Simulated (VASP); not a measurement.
The system is Si.

```
Si
1.0
     2.83597    0.00000    0.00000
    -1.41798    2.45602    0.00000
     0.00000    0.00000    4.59427
Si
2
Direct
  0.33333 0.66667 0.25000
  0.66667 0.33333 0.75000
```

* Program: VASP 6.6.1
* Task: relaxation of cell and atoms
* Functional: PBE
* Potentials or basis: VASP PAW PBE potentials, release 64 (Si)
* Cutoff: 600 eV
* k mesh: 17 × 17 × 9
* Occupations: fermi-dirac, width 0.08 eV
* Spin: no spin polarisation

At the start: pressure -7.3 GPa; volume 16.00 Å³/atom.

**Question.** Where does the relaxation end?

**Answer.** Over 6 steps the energy falls by 43.6 meV/atom and the volume is 14.35 Å³/atom (-10.3 %); space group P6_3/mmc (No. 194, to 0.05 Å).

Step by step:
```
step  energy change (eV)  largest force (eV/Å)  pressure (GPa)  volume (Å³)
   1              0.0000                0.0000           -7.34        32.00
   2             -0.0866                0.0000           -0.13        28.72
   3             -0.0866                0.0000            0.06        28.66
   4             -0.0871                0.0000            0.04        28.67
   5             -0.0873                0.0000            0.01        28.69
   6             -0.0873                0.0000            0.00        28.69
```

Final structure:
```cif
data_structure
_symmetry_space_group_name_H-M 'P 1'
_symmetry_Int_Tables_number 1
_cell_length_a 2.7145
_cell_length_b 2.7145
_cell_length_c 4.4963
_cell_angle_alpha 90.000
_cell_angle_beta 90.000
_cell_angle_gamma 120.000
_cell_volume 28.69
loop_
_atom_site_label
_atom_site_type_symbol
_atom_site_fract_x
_atom_site_fract_y
_atom_site_fract_z
_atom_site_occupancy
Si1 Si 0.33333 0.66667 0.25000 1
Si2 Si 0.66667 0.33333 0.75000 1
```
